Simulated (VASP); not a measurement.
# Ti (P6/mmm) in VASP: relaxation of cell and atoms with PBEsol

Aim: the relaxation of cell and atoms of Ti with PBEsol.

Everything below comes from runs of VASP 6.6.1. Logs are shortened: lines on timing, memory, paths and dates and some standing lists are left out, and cuts for length are marked.

### Step 1. The cell of the first run

It takes space group P6/mmm (No. 191, hexagonal). Conventional cell: a = 4.600 Å, b = 4.600 Å, c = 2.820 Å, α = 90.00°, β = 90.00°, γ = 120.00°. Ti (site symmetry 6/mmm) has 14 Ti at 2.82 to 3.01 Å within 3.7 Å. Within 3.5 Å of Ti (site symmetry -6m2) lie 11 Ti at 2.66 to 3.01 Å.

### Step 2. Relaxation of cell and atoms, PBEsol, target pressure 10 GPa, at which the enthalpy is minimised

The input, INCAR:

```
SYSTEM = Ti
  ALGO = Normal
  EDIFF = 1E-6
  EDIFFG = -0.01
  ENCUT = 600
  GGA = PS
  IBRION = 2
  ISIF = 3
  ISMEAR = -1
  LASPH = .TRUE.
  LCHARG = .FALSE.
  LREAL = .FALSE.
  LWAVE = .FALSE.
  NELM = 100
  NSW = 80
  PREC = Accurate
  PSTRESS = 100.0
  SIGMA = 0.05
```

The input, KPOINTS:

```
k-points
0
G
  7 7 10
  0 0 0
```

The input, POSCAR:

```
Ti
1.0
    4.6000000000      0.0000000000      0.0000000000
   -2.3000000000      3.9837168574      0.0000000000
    0.0000000000      0.0000000000      2.8200000000
Ti
3
Direct
    0.0000000000      0.0000000000      0.0000000000
    0.3333333333      0.6666666667      0.5000000000
    0.6666666667      0.3333333333      0.5000000000
```

Potentials or basis: VASP PAW PBE potentials, release 64 (Ti_sv).

Command:

```
cat potpaw_PBE.64/Ti_sv/POTCAR > POTCAR
mpirun -np 1 vasp_std > vasp.out
```

OUTCAR:

```text
SYSTEM = Ti
   EDIFF = 1E-6
   EDIFFG = -0.01
   ENCUT = 600
   GGA = PS
   IBRION = 2
   ISIF = 3
   ISMEAR = -1
   LASPH = .TRUE.
   LREAL = .FALSE.
   NELM = 100
   NSW = 80
   PREC = Accurate
   PSTRESS = 100.0

 ion  position               nearest neighbor table
   1  0.000  0.000  0.000-
   2  0.333  0.667  0.500-   3 2.66   3 2.66   3 2.66
   3  0.667  0.333  0.500-   2 2.66   2 2.66   2 2.66

  LATTYP: Found a hexagonal cell.
 ALAT       =     4.6000000000
 C/A-ratio  =     0.6130434783

  Lattice vectors:

 A1 = (   4.6000000000,   0.0000000000,   0.0000000000)
 A2 = (  -2.3000000000,   3.9837168574,   0.0000000000)
 A3 = (   0.0000000000,   0.0000000000,   2.8200000000)

Analysis of symmetry for initial positions (statically):
=====================================================================
 Subroutine PRICEL returns:
 Original cell was already a primitive cell.

 Routine SETGRP: Setting up the symmetry group for a
 hexagonal supercell.

 Subroutine GETGRP returns: Found 24 space group operations
 (whereof 24 operations were pure point group operations)
 out of a pool of 24 trial point group operations.

The static configuration has the point symmetry D_6h.

Analysis of symmetry for dynamics (positions and initial velocities):
=====================================================================
 Subroutine PRICEL returns:
 Original cell was already a primitive cell.

 Routine SETGRP: Setting up the symmetry group for a
 hexagonal supercell.

 Subroutine GETGRP returns: Found 24 space group operations
 (whereof 24 operations were pure point group operations)
 out of a pool of 24 trial point group operations.

The dynamic configuration has the point symmetry D_6h.

 Subroutine INISYM returns: Found 24 space group operations
 (whereof 24 operations are pure point group operations),
 and found     1 'primitive' translations

----------------------------------------------------------------------------------------

                                     Primitive cell

  volume of cell :      51.6768

  direct lattice vectors                    reciprocal lattice vectors
     4.600000000  0.000000000  0.000000000     0.217391304  0.125510928  0.000000000
    -2.300000000  3.983716857  0.000000000     0.000000000  0.251021856  0.000000000
     0.000000000  0.000000000  2.820000000     0.000000000  0.000000000  0.354609929

  length of vectors
     4.600000000  4.600000000  2.820000000     0.251021856  0.251021856  0.354609929

  position of ions in fractional coordinates (direct lattice)
     0.000000000  0.000000000  0.000000000
     0.333333333  0.666666667  0.500000000
     0.666666667  0.333333333  0.500000000

  ion indices of the primitive-cell ions
   primitive index   ion index
                 1           1
                 2           2
                 3           3

----------------------------------------------------------------------------------------

 KPOINTS: k-points

Automatic generation of k-mesh.
 Grid dimensions read from file:
 generate k-points for:    7    7   10

 Generating k-lattice:

  Cartesian coordinates                     Fractional coordinates (reciprocal lattice)
     0.031055901  0.017930133  0.000000000     0.142857143 -0.000000000  0.000000000
     0.000000000  0.035860265  0.000000000     0.000000000  0.142857143  0.000000000
     0.000000000  0.000000000  0.035460993     0.000000000  0.000000000  0.100000000

  Length of vectors
     0.035860265  0.035860265  0.035460993

  Shift w.r.t. Gamma in fractional coordinates (k-lattice)
     0.000000000  0.000000000  0.000000000

 Subroutine IBZKPT returns following result:
 ===========================================

 Found     48 irreducible k-points:

 Following reciprocal coordinates:
            Coordinates               Weight
  0.000000  0.000000  0.000000      1.000000
  0.142857  0.000000  0.000000      6.000000
  0.285714  0.000000  0.000000      6.000000
  0.428571  0.000000  0.000000      6.000000
  0.142857  0.142857  0.000000      6.000000
  0.285714  0.142857  0.000000     12.000000
[... 16 lines left out ...]
  0.428571  0.142857  0.200000     12.000000
  0.285714  0.285714  0.200000     12.000000
 [... further k-points ...]
   k-points           NKPTS =     48   k-points in BZ     NKDIM =     48   number of bands    NBANDS=     22
   number of dos      NEDOS =    301   number of ions     NIONS =      3
   total plane-waves  NPLWV =  38400
   dimension x,y,z NGX =    40 NGY =   40 NGZ =   24
   dimension x,y,z NGXF=    80 NGYF=   80 NGZF=   48
   ions per type =               3
   NGX,Y,Z   is equivalent  to a cutoff of  14.46, 14.46, 14.15 a.u.
   NGXF,Y,Z  is equivalent  to a cutoff of  28.91, 28.91, 28.30 a.u.
 SYSTEM =  Ti
   PREC   = accura    normal or accurate (medium, high low for compatibility)
   ISTART =      0    job   : 0-new  1-cont  2-samecut
   ICHARG =      2    charge: 1-file 2-atom 10-const
   ISPIN  =      1    spin polarized calculation?
   LNONCOLLINEAR =      F non collinear calculations
   LSORBIT =      F    spin-orbit coupling
   LASPH  =      T    aspherical Exc in radial PAW
   ENCUT  =  600.0 eV  44.10 Ry    6.64 a.u.   9.19  9.19  5.63*2*pi/ulx,y,z
   NELM   =    100;   NELMIN=  2; NELMDL= -5     # of ELM steps
   EDIFF  = 0.1E-05   stopping-criterion for ELM
   LREAL  =      F    real-space projection
   EDIFFG = -.1E-01   stopping-criterion for IOM
   NSW    =     80    number of steps for IOM
   IBRION =      2    ionic relax: 0-MD 1-quasi-New 2-CG
   NFREE  =      1    steps in history (QN), initial steepest desc. (CG)
   ISIF   =      3    stress and relaxation
   ISYM   =      2    0-nonsym 1-usesym 2-fastsym
   POTIM  = 0.5000    time-step for ionic-motion
   TEBEG  =    0.0;   TEEND  =   0.0 temperature during run
   PSTRESS=  100.0 pullay stress
   NELECT =      36.0000    total number of electrons
   NUPDOWN=      -1.0000    fix difference up-down
   EMIN   =  10.00;   EMAX   =-10.00  energy-range for DOS
   EFERMI =   0.00;   METHOD = LEGACY
   ISMEAR =    -1;   SIGMA  =   0.05  broadening in eV -4-tet -1-fermi 0-gaus
   EFERMI_NEDOS =   21; number of points for ismear=-14 and -15
   IALGO  =     38    algorithm
   IMIX   =      4    mixing-type and parameters
     AMIX     =   0.40;   BMIX     =  1.00
     AMIX_MAG =   1.60;   BMIX_MAG =  1.00
  volume/ion in A,a.u.               =      17.23       116.24
  Fermi-wavevector in a.u.,A,eV,Ry     =   1.451255  2.742475 28.655807  2.106142
  Thomas-Fermi vector in A             =   2.568774
   LORBIT       =      0    0 simple, 1 ext, 2 COOP (PROOUT), +10 PAW based schemes
   GGA     = PS    functional components
   LHFCALC =     F    Hartree Fock is set to
   AEXX    =    0.0000 exact exchange contribution
   IVDW    =     0    specifies the selected vdW correction
   LEPSILON=     F    determine dielectric tensor
   LRPA    =     F    only Hartree local field effects (RPA)
 conjugate gradient relaxation of ions
 non-spin polarized calculation
  energy-cutoff  :      600.00
  volume of cell :       51.68
 maximum number of plane-waves:      1757
 NGX is ok and might be reduce to    40
   NGX = 19   NGY = 19   NGZ = 11

--------------------------------------- Ionic step        1  -------------------------------------------

 number of electron      35.9999997 magnetization

 Free energy of the ion-electron system (eV)
  ---------------------------------------------------
  ext. energy  EPLUGINS =         0.00000000
  ---------------------------------------------------
  free energy    TOTEN  =       -25.03107216 eV

  energy without entropy =      -25.00820978  energy(sigma->0) =      -25.01964097

------------------------ aborting loop because EDIFF is reached ----------------------------------------

  FORCE on cell =-STRESS in cart. coord.  units (eV):
  Direction    XX          YY          ZZ          XY          YZ          ZX
  --------------------------------------------------------------------------------------
  -------------------------------------------------------------------------------------
  Total       -1.8499034     -1.8499034     -1.2575697      0.0000000      0.0000000     -0.0000000
  in kB      -57.3540678    -57.3540678    -38.9894623      0.0000000      0.0000000     -0.0000000
  external PRESSURE =    -151.2325326 kB  Pullay stress =     100.0000000 kB
[... 24 lines left out ...]
  enthalpy is  TOTEN    =       -21.8056629535 eV   P V=        3.2254092045

--------------------------------------- Ionic step        2  -------------------------------------------

 number of electron      36.0000002 magnetization

 E-fermi :  11.0365     XC(G=0): -12.9034

 val. band max:       11.0363497251   @ k =   0.0000   0.0000   0.0000
 cond. band min:      11.0483833530   @ k =   0.1429   0.0000   0.0000
 fundamental gap:      0.0120336279
 Fermi energy:        11.0364618945

 k-point     1 :       0.0000    0.0000    0.0000
  band No.  band energies     occupation
      1     -45.2446      2.00000
      2     -44.9169      2.00000
      3     -44.6241      2.00000
      4     -21.8300      2.00000
      5     -21.8300      2.00000
      6     -21.7260      2.00000
[... 574 lines left out ...]
      6     -21.6761      2.00000
[... 14 lines left out ...]
     21      11.8837      0.00000
     22      12.2207      0.00000

 [... further k-points ...]

------------------------ aborting loop because EDIFF is reached ----------------------------------------

  FORCE on cell =-STRESS in cart. coord.  units (eV):
  Direction    XX          YY          ZZ          XY          YZ          ZX
  --------------------------------------------------------------------------------------
  -------------------------------------------------------------------------------------
  Total        8.1677589      8.1677589      8.7932378      0.0000000     -0.0000000     -0.0000000
  in kB      323.5663015    323.5663015    348.3446873      0.0000000     -0.0000000     -0.0000000
  external PRESSURE =     231.8257634 kB  Pullay stress =     100.0000000 kB
[... 258 lines left out ...]
  enthalpy is  TOTEN    =       -22.1124756040 eV   P V=        2.8632631799

--------------------------------------- Ionic step        9  -------------------------------------------

 number of electron      36.0000005 magnetization

 Free energy of the ion-electron system (eV)
  ---------------------------------------------------
  ext. energy  EPLUGINS =         0.00000000
  ---------------------------------------------------
  free energy    TOTEN  =       -24.96984219 eV

  energy without entropy =      -24.94751574  energy(sigma->0) =      -24.95867896

 E-fermi :   9.5351     XC(G=0): -12.2682

 val. band max:        9.5323661101   @ k =   0.2857   0.1429   0.1000
 cond. band min:       9.5410173257   @ k =   0.0000   0.0000   0.0000
 fundamental gap:      0.0086512156
 Fermi energy:         9.5351062830

 k-point     1 :       0.0000    0.0000    0.0000
  band No.  band energies     occupation
      1     -46.9178      2.00000
      2     -46.6555      2.00000
      3     -46.4202      2.00000
      4     -23.3757      2.00000
      5     -23.3757      2.00000
      6     -23.3573      2.00000
[... 574 lines left out ...]
      6     -23.3264      2.00000
[... 14 lines left out ...]
     21      10.2533      0.00000
     22      10.6139      0.00000

 [... further k-points ...]

------------------------ aborting loop because EDIFF is reached ----------------------------------------

  FORCE on cell =-STRESS in cart. coord.  units (eV):
  Direction    XX          YY          ZZ          XY          YZ          ZX
  --------------------------------------------------------------------------------------
  -------------------------------------------------------------------------------------
  Total        2.8525681      2.8525681      2.8580644      0.0000000      0.0000000      0.0000000
  in kB       99.8353039     99.8353039    100.0276649      0.0000000      0.0000000      0.0000000
  external PRESSURE =      -0.1005758 kB  Pullay stress =     100.0000000 kB
[... 18 lines left out ...]
  FREE ENERGIE OF THE ION-ELECTRON SYSTEM (eV)
  ---------------------------------------------------
  free  energy   TOTEN  =       -24.9698421864 eV

  energy  without entropy=      -24.9475157420  energy(sigma->0) =      -24.95867896

  enthalpy is  TOTEN    =       -22.1125682644 eV   P V=        2.8572739220

 reached required accuracy - stopping structural energy minimisation
```

Run time: 3.8 min. Hardware: 1 thread of Intel Xeon 6975P-C (Granite Rapids), shared host; peak memory 0.23 GiB.

Results:

```yaml
Free_energy: -24.9698 eV
Relaxed_volume: 15.26 Å³/atom
Relaxed_cell: a = 4.397 Å, b = 4.397 Å, c = 2.734 Å, α = 90.00°, β = 90.00°, γ = 120.00°
Space_group_after_relaxing_to_0.05_Å: P6/mmm (No. 191)
Energy_change_on_relaxing_the_enthalpy_is_what_falls: +20.4 meV/atom
Ionic_steps: 9
Pressure_after_relaxing: 10.0 GPa
Band_gap_on_the_k_mesh: zero (band 18 reaches 9.75 eV, above the bottom of band 19 at 9.39 eV)
```

The path:
```tsv
step	energy change (eV)	largest force (eV/Å)	pressure (GPa)	volume (Å³)
1	0.0000	0.0000	-5.12	51.68
2	0.7495	0.0000	33.18	40.44
3	0.0552	0.0000	9.66	45.91
4	0.0620	0.0000	9.99	45.80
5	0.0691	0.0000	10.37	45.68
6	0.0676	0.0000	10.34	45.68
7	0.0676	0.0000	10.34	45.68
8	0.0553	0.0000	9.71	45.87
9	0.0612	0.0000	9.99	45.78
```

Final structure:
```cif
data_structure
_symmetry_space_group_name_H-M 'P 1'
_symmetry_Int_Tables_number 1
_cell_length_a 4.3968
_cell_length_b 4.3968
_cell_length_c 2.7344
_cell_angle_alpha 90.000
_cell_angle_beta 90.000
_cell_angle_gamma 120.000
_cell_volume 45.78
loop_
_atom_site_label
_atom_site_type_symbol
_atom_site_fract_x
_atom_site_fract_y
_atom_site_fract_z
_atom_site_occupancy
Ti1 Ti 0.00000 0.00000 0.00000 1
Ti2 Ti 0.33333 0.66667 0.50000 1
Ti3 Ti 0.66667 0.33333 0.50000 1
```

Caveat: the cell is relaxed towards a set pressure, so the enthalpy falls and the energy may rise; the PAW data sets were made with another functional, which shifts forces and pressure a little.
